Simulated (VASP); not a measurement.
# SnO2 (P2_12_12) in VASP: notebook

Runs on SnO2. Level: LDA. Tasks: single point.

All numbers are computed with VASP 6.6.1; they aren't measurements. Logs are shortened: lines on timing, memory, paths and dates and some standing lists are left out, and cuts for length are marked.

**1. The cell of the first run**

Symmetry: P2_12_12, No. 18, orthorhombic system. The conventional cell has a = 4.721 Å, b = 4.721 Å, c = 3.189 Å, α = 90.00°, β = 90.00°, γ = 90.00°. Sn (site symmetry 2) has 6 O at 2.03 to 2.14 Å within 2.7 Å. Within 2.7 Å of O (site symmetry 1) lie 3 Sn at 2.03 to 2.14 Å and 1 O at 2.69 Å.

**2. Single point, LDA (mode 4 frozen in at -0.359 Å and mode 5 at -0.168 Å (largest displacements))**

The input, INCAR:

```
PREC = Accurate
ENCUT = 520
EDIFF = 1E-6
ISMEAR = 0
SIGMA = 0.05
LREAL = False
LASPH = True
NELM = 100
ALGO = Normal
ISIF = 2
LWAVE = False
LCHARG = True
LELF = True
LVHAR = True
NBANDS = 35
```

The input, KPOINTS:

```
Automatic mesh
0
Gamma
  6 6 8
```

The input, POSCAR:

```
SnO2
1.0
    4.7207174017      0.0000000000      0.0000000000
    0.0000000000      4.7207174017      0.0000000000
    0.0000000000      0.0000000000      3.1887553105
Sn O
2 4
Direct
    0.0000000000      0.0000000000     -0.0526851337
    0.5000000000      0.5000000000      0.5526851337
    0.2523626180      0.3598504812      0.0306530775
    0.2476373820      0.8598504812      0.4693469225
    0.7476373820      0.6401495188      0.0306530775
    0.7523626180      0.1401495188      0.4693469225
```

Potentials or basis: VASP PAW LDA potentials, release 64 (Sn_d, O).

Run with:

```sh
$ cat potpaw_LDA.64/Sn_d/POTCAR potpaw_LDA.64/O/POTCAR > POTCAR
$ mpirun -np 1 vasp_std > vasp.out
```

OUTCAR:

```text
PREC = Accurate
   ENCUT = 520
   EDIFF = 1E-6
   ISMEAR = 0
   LREAL = False
   LASPH = True
   NELM = 100
   ISIF = 2

 ion  position               nearest neighbor table
   1  0.000  0.000  0.947-   4 2.03   6 2.03   5 2.09   3 2.09   4 2.14   6 2.14   2 3.57   2 3.57
                             2 3.57   2 3.57
   2  0.500  0.500  0.553-   3 2.03   5 2.03   4 2.09   6 2.09   3 2.14   5 2.14   1 3.57   1 3.57
                             1 3.57   1 3.57
   3  0.252  0.360  0.031-   2 2.03   1 2.09   2 2.14
   4  0.248  0.860  0.469-   1 2.03   2 2.09   1 2.14
   5  0.748  0.640  0.031-   2 2.03   1 2.09   2 2.14
   6  0.752  0.140  0.469-   1 2.03   2 2.09   1 2.14

  LATTYP: Found a simple tetragonal cell.
 ALAT       =     4.7207174017
 C/A-ratio  =     0.6754810846

  Lattice vectors:

 A1 = (   4.7207174017,   0.0000000000,   0.0000000000)
 A2 = (   0.0000000000,   4.7207174017,   0.0000000000)
 A3 = (   0.0000000000,   0.0000000000,   3.1887553105)

Analysis of symmetry for initial positions (statically):
=====================================================================
 Subroutine PRICEL returns:
 Original cell was already a primitive cell.

 Routine SETGRP: Setting up the symmetry group for a
 simple tetragonal supercell.

 Subroutine GETGRP returns: Found  4 space group operations
 (whereof  2 operations were pure point group operations)
 out of a pool of 16 trial point group operations.

The static configuration has the point symmetry C_2 .
 The point group associated with its full space group is D_2 .

Analysis of symmetry for dynamics (positions and initial velocities):
=====================================================================
 Subroutine PRICEL returns:
 Original cell was already a primitive cell.

 Routine SETGRP: Setting up the symmetry group for a
 simple tetragonal supercell.

 Subroutine GETGRP returns: Found  4 space group operations
 (whereof  2 operations were pure point group operations)
 out of a pool of 16 trial point group operations.

The dynamic configuration has the point symmetry C_2 .
 The point group associated with its full space group is D_2 .

 Subroutine INISYM returns: Found  4 space group operations
 (whereof  2 operations are pure point group operations),
 and found     1 'primitive' translations

----------------------------------------------------------------------------------------

                                     Primitive cell

  volume of cell :      71.0620

  direct lattice vectors                    reciprocal lattice vectors
     4.720717402  0.000000000  0.000000000     0.211832210  0.000000000  0.000000000
     0.000000000  4.720717402  0.000000000     0.000000000  0.211832210  0.000000000
     0.000000000  0.000000000  3.188755310     0.000000000  0.000000000  0.313601987

  length of vectors
     4.720717402  4.720717402  3.188755310     0.211832210  0.211832210  0.313601987

  position of ions in fractional coordinates (direct lattice)
     0.000000000  0.000000000  0.947314866
     0.500000000  0.500000000  0.552685134
     0.252362618  0.359850481  0.030653077
     0.247637382  0.859850481  0.469346923
     0.747637382  0.640149519  0.030653077
     0.752362618  0.140149519  0.469346923

  ion indices of the primitive-cell ions
   primitive index   ion index
                 1           1
                 2           2
                 3           3
                 4           4
                 5           5
                 6           6

----------------------------------------------------------------------------------------

 KPOINTS: Automatic mesh

Automatic generation of k-mesh.
 Grid dimensions read from file:
 generate k-points for:    6    6    8

 Generating k-lattice:

  Cartesian coordinates                     Fractional coordinates (reciprocal lattice)
     0.035305368  0.000000000  0.000000000     0.166666667  0.000000000  0.000000000
     0.000000000  0.035305368  0.000000000     0.000000000  0.166666667  0.000000000
     0.000000000  0.000000000  0.039200248     0.000000000  0.000000000  0.125000000

  Length of vectors
     0.035305368  0.035305368  0.039200248

  Shift w.r.t. Gamma in fractional coordinates (k-lattice)
     0.000000000  0.000000000  0.000000000

 Subroutine IBZKPT returns following result:
 ===========================================

 Found     80 irreducible k-points:

 Following reciprocal coordinates:
            Coordinates               Weight
  0.000000  0.000000  0.000000      1.000000
  0.166667  0.000000  0.000000      2.000000
  0.000000  0.166667  0.000000      2.000000
  0.333333  0.000000  0.000000      2.000000
  0.000000  0.333333  0.000000      2.000000
  0.500000  0.000000  0.000000      1.000000
[... 16 lines left out ...]
  0.000000  0.500000  0.125000      2.000000
  0.166667  0.166667  0.125000      8.000000
 [... further k-points ...]
   k-points           NKPTS =     80   k-points in BZ     NKDIM =     80   number of bands    NBANDS=     35
   number of dos      NEDOS =    301   number of ions     NIONS =      6
   total plane-waves  NPLWV =  31104
   dimension x,y,z NGX =    36 NGY =   36 NGZ =   24
   dimension x,y,z NGXF=    72 NGYF=   72 NGZF=   48
   ions per type =               2   4
   NGX,Y,Z   is equivalent  to a cutoff of  12.68, 12.68, 12.51 a.u.
   NGXF,Y,Z  is equivalent  to a cutoff of  25.36, 25.36, 25.02 a.u.
 SYSTEM =  unknown system
   PREC   = accura    normal or accurate (medium, high low for compatibility)
   ISTART =      0    job   : 0-new  1-cont  2-samecut
   ICHARG =      2    charge: 1-file 2-atom 10-const
   ISPIN  =      1    spin polarized calculation?
   LNONCOLLINEAR =      F non collinear calculations
   LSORBIT =      F    spin-orbit coupling
   LASPH  =      T    aspherical Exc in radial PAW
   ENCUT  =  520.0 eV  38.22 Ry    6.18 a.u.   8.78  8.78  5.93*2*pi/ulx,y,z
   NELM   =    100;   NELMIN=  2; NELMDL= -5     # of ELM steps
   EDIFF  = 0.1E-05   stopping-criterion for ELM
   LREAL  =      F    real-space projection
   EDIFFG = 0.1E-04   stopping-criterion for IOM
   NSW    =      0    number of steps for IOM
   IBRION =     -1    ionic relax: 0-MD 1-quasi-New 2-CG
   NFREE  =      0    steps in history (QN), initial steepest desc. (CG)
   ISIF   =      2    stress and relaxation
   ISYM   =      2    0-nonsym 1-usesym 2-fastsym
   POTIM  = 0.5000    time-step for ionic-motion
   TEBEG  =    0.0;   TEEND  =   0.0 temperature during run
   PSTRESS=    0.0 pullay stress
   NELECT =      52.0000    total number of electrons
   NUPDOWN=      -1.0000    fix difference up-down
   EMIN   =  10.00;   EMAX   =-10.00  energy-range for DOS
   EFERMI =   0.00;   METHOD = LEGACY
   ISMEAR =     0;   SIGMA  =   0.05  broadening in eV -4-tet -1-fermi 0-gaus
   EFERMI_NEDOS =   21; number of points for ismear=-14 and -15
   IALGO  =     38    algorithm
   IMIX   =      4    mixing-type and parameters
     AMIX     =   0.40;   BMIX     =  1.00
     AMIX_MAG =   1.60;   BMIX_MAG =  1.00
  volume/ion in A,a.u.               =      11.84        79.92
  Fermi-wavevector in a.u.,A,eV,Ry     =   1.475243  2.787805 29.610927  2.176342
  Thomas-Fermi vector in A             =   2.589916
   LORBIT       =      0    0 simple, 1 ext, 2 COOP (PROOUT), +10 PAW based schemes
   GGA     = CA    functional components
   LHFCALC =     F    Hartree Fock is set to
   AEXX    =    0.0000 exact exchange contribution
   IVDW    =     0    specifies the selected vdW correction
   LEPSILON=     F    determine dielectric tensor
   LRPA    =     F    only Hartree local field effects (RPA)
 non-spin polarized calculation
 Gauss-broadening in eV      SIGMA  =   0.05
  energy-cutoff  :      520.00
  volume of cell :       71.06
 maximum number of plane-waves:      1934
   NGX = 17   NGY = 17   NGZ = 11

 number of electron      51.9999987 magnetization

 Free energy of the ion-electron system (eV)
  ---------------------------------------------------
  ext. energy  EPLUGINS =         0.00000000
  ---------------------------------------------------
  free energy    TOTEN  =       -41.71776956 eV

  energy without entropy =      -41.71776956  energy(sigma->0) =      -41.71776956

 E-fermi :   6.0673     XC(G=0): -11.8974

 val. band max:        5.7939053326   @ k =   0.5000   0.0000   0.0000
 cond. band min:       7.0383613152   @ k =   0.0000   0.0000   0.0000
 fundamental gap:      1.2444559827
 Fermi energy:         6.0672723647

 k-point     1 :       0.0000    0.0000    0.0000
  band No.  band energies     occupation
      1     -14.9272      2.00000
      2     -14.2696      2.00000
      3     -14.0570      2.00000
      4     -14.0465      2.00000
      5     -14.0303      2.00000
      6     -13.9218      2.00000
[... 27 lines left out ...]
     34      17.7660      0.00000
     35      17.8423      0.00000

 k-point     2 :       0.1667    0.0000    0.0000
  band No.  band energies     occupation
      1     -14.8883      2.00000
      2     -14.3098      2.00000
      3     -14.0597      2.00000
      4     -14.0414      2.00000
      5     -14.0385      2.00000
      6     -13.9343      2.00000
[... 27 lines left out ...]
     34      17.8808      0.00000
     35      18.1709      0.00000

 k-point     3 :       0.0000    0.1667    0.0000
  band No.  band energies     occupation
      1     -14.8902      2.00000
      2     -14.3130      2.00000
      3     -14.0618      2.00000
      4     -14.0556      2.00000
      5     -14.0239      2.00000
      6     -13.9357      2.00000
[... 27 lines left out ...]
     34      17.6332      0.00000
     35      17.9204      0.00000
[... 723 lines left out ...]
 k-point    23 :       0.0000    0.5000    0.1250
  band No.  band energies     occupation
      1     -14.5909      2.00000
      2     -14.5909      2.00000
      3     -14.1569      2.00000
      4     -14.1569      2.00000
      5     -13.9751      2.00000
      6     -13.9751      2.00000
[... 27 lines left out ...]
     34      17.6549      0.00000
     35      18.3841      0.00000

 k-point    24 :       0.1667    0.1667    0.1250
  band No.  band energies     occupation
      1     -14.8005      2.00000
      2     -14.3248      2.00000
      3     -14.1696      2.00000
      4     -14.1419      2.00000
      5     -14.0218      2.00000
      6     -13.9341      2.00000
[... 27 lines left out ...]
     34      17.7124      0.00000
     35      18.2943      0.00000

 [... further k-points ...]
[... 5 lines left out ...]
  --------------------------------------------------------------------------------------
  -------------------------------------------------------------------------------------
  Total       -1.9517742     -1.2452373     -2.3093916      0.0000000      0.0000000      0.0000000
  in kB      -44.0050949    -28.0753713    -52.0680074      0.0000000      0.0000000      0.0000000
  external PRESSURE =     -41.3828245 kB  Pullay stress =       0.0000000 kB

 VOLUME and BASIS-vectors are now :
 -----------------------------------------------------------------------------
  energy-cutoff  :      520.00
  volume of cell :       71.06
      direct lattice vectors                 reciprocal lattice vectors
     4.720717402  0.000000000  0.000000000     0.211832210  0.000000000  0.000000000
     0.000000000  4.720717402  0.000000000     0.000000000  0.211832210  0.000000000
     0.000000000  0.000000000  3.188755310     0.000000000  0.000000000  0.313601987

 POSITION                                       TOTAL-FORCE (eV/Angst)
 -----------------------------------------------------------------------------------
      0.00000      0.00000      3.02076         0.000000      0.000000      1.428337
      2.36036      2.36036      1.76238         0.000000      0.000000     -1.428337
      1.19133      1.69875      0.09775         0.454158     -0.354449     -0.192310
      1.16903      4.05911      1.49663        -0.454158     -0.354449      0.192310
      3.52938      3.02196      0.09775        -0.454158      0.354449     -0.192310
      3.55169      0.66161      1.49663         0.454158      0.354449      0.192310
 -----------------------------------------------------------------------------------
    total drift:                               -0.000000     -0.000000      0.000000

  FREE ENERGIE OF THE ION-ELECTRON SYSTEM (eV)
  ---------------------------------------------------
  free  energy   TOTEN  =       -41.7177695602 eV

  energy  without entropy=      -41.7177695602  energy(sigma->0) =      -41.71776956
```

Wall time 73 s (1 thread of Intel Xeon 6975P-C (Granite Rapids), shared host); peak memory 0.25 GiB.

Results:

* Free energy: -41.7178 eV
* Pressure: -4.1 GPa
* Largest force: 1.428 eV/Å
* Band gap on the k mesh: 1.24 eV, indirect (least direct gap 1.32 eV)

Forces in eV/Å, atoms in the order of the input:
```
Sn   0.000  0.000  1.428
Sn   0.000  0.000 -1.428
O    0.454 -0.354 -0.192
O   -0.454 -0.354  0.192
O   -0.454  0.354 -0.192
O    0.454  0.354  0.192
```

Levels at points of the mesh, in eV from the valence-band top:
```
           k point  band 23  band 24  band 25  band 26  band 27  band 28  band 29  band 30
(0.00, 0.00, 0.00)    -0.85    -0.35    -0.35    -0.08     1.24     5.70     6.26     6.54
(0.50, 0.00, 0.00)    -0.98    -0.98     0.00     0.00     3.72     3.72     6.17     6.17
(0.00, 0.50, 0.00)    -0.94    -0.94    -0.46    -0.46     4.31     4.31     7.65     7.65
(0.50, 0.50, 0.00)    -1.15    -1.15    -0.40    -0.40     4.64     4.64     6.96     6.96
(0.00, 0.00, 0.50)    -1.88    -1.23    -0.51    -0.51     5.21     5.93     8.91     9.56
(0.50, 0.00, 0.50)    -0.98    -0.98    -0.54    -0.54     5.93     5.93     8.00     8.00
(0.00, 0.50, 0.50)    -0.92    -0.92    -0.25    -0.25     5.58     5.58     7.21     7.21
(0.50, 0.50, 0.50)    -0.90    -0.90    -0.33    -0.33     4.60     4.60     8.47     8.47
```

Caveat: the cell differs from its parent crystal (mode 4 frozen in at -0.359 Å and mode 5 at -0.168 Å (largest displacements)); spin-orbit coupling is left out, which moves the levels of the heavy elements; forces of over 1 eV/Å act on the atoms, so gaps and moduli don't describe the material at rest. A k mesh can miss the band edges.

**3. Single point, LDA (mode 4 frozen in at -0.598 Å and mode 5 at -0.168 Å (largest displacements))**

The input, INCAR:

```
SYSTEM = SnO2
PREC = Accurate
ENCUT = 520
EDIFF = 1E-6
ISMEAR = 0
SIGMA = 0.05
LREAL = .FALSE.
LASPH = .TRUE.
NELM = 100
ALGO = Normal
ISIF = 2
LWAVE = .FALSE.
LCHARG = .TRUE.
GGA = CA
LELF = .TRUE.
LVHAR = .TRUE.
NBANDS = 35
```

The input, KPOINTS:

```
Automatic mesh
0
G
  6 6 8
  0 0 0
```

The input, POSCAR:

```
SnO2
1.0
    4.7207174017      0.0000000000      0.0000000000
    0.0000000000      4.7207174017      0.0000000000
    0.0000000000      0.0000000000      3.1887553105
Sn O
2 4
Direct
    0.0000000000      0.0000000000     -0.0526851337
    0.5000000000      0.5000000000      0.5526851337
    0.2165333303      0.3956797689      0.0306530775
    0.2834666697      0.8956797689      0.4693469225
    0.7834666697      0.6043202311      0.0306530775
    0.7165333303      0.1043202311      0.4693469225
```

Potentials or basis: VASP PAW LDA potentials, release 64 (Sn_d, O).

Run with:

```sh
$ cat potpaw_LDA.64/Sn_d/POTCAR potpaw_LDA.64/O/POTCAR > POTCAR
$ mpirun -np 1 vasp_std > vasp.out
```

It took 65 s on 1 thread of Intel Xeon 6975P-C (Granite Rapids), shared host; peak memory 0.25 GiB.

It converged, with:

```
Free energy            : -40.5287 eV
Pressure               : -8.5 GPa
Largest force          : 2.349 eV/Å
Band gap on the k mesh : 0.37 eV, direct
```

Forces on the atoms (eV/Å):
```
Sn   0.000  0.000  1.101
Sn   0.000  0.000 -1.101
O    2.126 -0.950 -0.309
O   -2.126 -0.950  0.309
O   -2.126  0.950 -0.309
O    2.126  0.950  0.309
```

Stress tensor (GPa, compression positive):
```
 -4.45   0.00   0.00
  0.00  -8.36   0.00
  0.00   0.00 -12.74
```

Levels at points of the mesh, in eV from the valence-band top:
| k point | band 22 | band 23 | band 24 | band 25 | band 26 | band 27 | band 28 | band 29 | band 30 | band 31 |
| --- | --- | --- | --- | --- | --- | --- | --- | --- | --- | --- |
| (0.00, 0.00, 0.00) | -1.55 | -1.09 | -1.07 | -0.33 | 0.00 | 0.37 | 4.32 | 5.80 | 6.26 | 8.26 |
| (0.50, 0.00, 0.00) | -1.65 | -1.52 | -1.52 | -0.76 | -0.76 | 2.71 | 2.71 | 5.30 | 5.30 | 9.13 |
| (0.00, 0.50, 0.00) | -2.62 | -1.31 | -1.31 | -0.55 | -0.55 | 3.29 | 3.29 | 7.06 | 7.06 | 8.56 |
| (0.50, 0.50, 0.00) | -2.64 | -1.83 | -1.83 | -0.49 | -0.49 | 3.75 | 3.75 | 5.64 | 5.64 | 9.37 |
| (0.00, 0.00, 0.50) | -3.15 | -2.52 | -1.94 | -0.17 | -0.15 | 3.63 | 4.24 | 7.33 | 8.05 | 8.56 |
| (0.50, 0.00, 0.50) | -2.74 | -1.89 | -1.89 | -0.78 | -0.78 | 4.49 | 4.49 | 7.04 | 7.04 | 9.03 |
| (0.00, 0.50, 0.50) | -2.01 | -1.57 | -1.57 | -0.03 | -0.03 | 3.98 | 3.98 | 5.73 | 5.73 | 9.68 |
| (0.50, 0.50, 0.50) | -2.63 | -1.80 | -1.80 | -0.57 | -0.57 | 3.65 | 3.65 | 7.42 | 7.42 | 8.58 |

Caveat: the cell differs from its parent crystal (mode 4 frozen in at -0.598 Å and mode 5 at -0.168 Å (largest displacements)); spin-orbit coupling is left out, which moves the levels of the heavy elements; forces of over 1 eV/Å act on the atoms, so gaps and moduli don't describe the material at rest.

**4. Single point, LDA (mode 4 frozen in at -0.598 Å and mode 5 at -0.084 Å (largest displacements))**

The input, INCAR:

```
SYSTEM = SnO2
ALGO = Normal ; EDIFF = 1E-6
ENCUT = 520 ; ISIF = 2
ISMEAR = 0 ; LASPH = .True.
LCHARG = .False. ; LREAL = .False.
LWAVE = .False. ; NBANDS = 35
NELM = 100 ; PREC = Accurate
SIGMA = 0.05
```

The input, KPOINTS:

```
k-points
0
Gamma
  6 6 8
  0 0 0
```

The input, POSCAR:

```
SnO2
1.0
    4.7207174017      0.0000000000      0.0000000000
    0.0000000000      4.7207174017      0.0000000000
    0.0000000000      0.0000000000      3.1887553105
Sn O
2 4
Direct
    0.0000000000      0.0000000000     -0.0263425669
    0.5000000000      0.5000000000      0.5263425669
    0.2165333303      0.3956797689      0.0153265387
    0.2834666697      0.8956797689      0.4846734613
    0.7834666697      0.6043202311      0.0153265387
    0.7165333303      0.1043202311      0.4846734613
```

Run with:

```sh
$ cat potpaw_LDA.64/Sn_d/POTCAR potpaw_LDA.64/O/POTCAR > POTCAR
$ mpirun -np 1 vasp_std > vasp.out
```

Wall time 65 s (1 thread of Intel Xeon 6975P-C (Granite Rapids), shared host); peak memory 0.25 GiB.

Results (log left out):

```yaml
Free_energy: -40.7124 eV
Pressure: -8.7 GPa
Largest_force: 2.411 eV/Å
Band_gap_on_the_k_mesh: 0.44 eV, indirect (least direct gap 0.46 eV)
```

Forces on the atoms (eV/Å):
```
Sn   0.000  0.000  0.549
Sn   0.000  0.000 -0.549
O    2.240 -0.878 -0.155
O   -2.240 -0.878  0.155
O   -2.240  0.878 -0.155
O    2.240  0.878  0.155
```

Stress tensor (GPa, compression positive):
```
 -5.46   0.00   0.00
  0.00  -8.50   0.00
  0.00   0.00 -12.25
```

Levels at points of the mesh, in eV from the valence-band top:
```
           k point  band 23  band 24  band 25  band 26  band 27  band 28  band 29  band 30
(0.00, 0.00, 0.00)    -1.06    -1.04    -0.33    -0.02     0.44     4.35     5.89     6.29
(0.50, 0.00, 0.00)    -1.48    -1.48    -0.76    -0.76     2.77     2.77     5.37     5.37
(0.00, 0.50, 0.00)    -1.28    -1.28    -0.53    -0.53     3.40     3.40     7.13     7.13
(0.50, 0.50, 0.00)    -1.79    -1.79    -0.47    -0.47     3.85     3.85     5.75     5.75
(0.00, 0.00, 0.50)    -2.36    -2.07    -0.15    -0.14     3.85     4.16     7.52     7.88
(0.50, 0.00, 0.50)    -1.85    -1.85    -0.78    -0.78     4.58     4.58     7.06     7.06
(0.00, 0.50, 0.50)    -1.57    -1.57     0.00     0.00     4.10     4.10     5.79     5.79
(0.50, 0.50, 0.50)    -1.80    -1.80    -0.56    -0.56     3.71     3.71     7.67     7.67
```

Caveat: the cell differs from its parent crystal (mode 4 frozen in at -0.598 Å and mode 5 at -0.084 Å (largest displacements)); spin-orbit coupling is left out, which moves the levels of the heavy elements; forces of over 1 eV/Å act on the atoms, so gaps and moduli don't describe the material at rest.
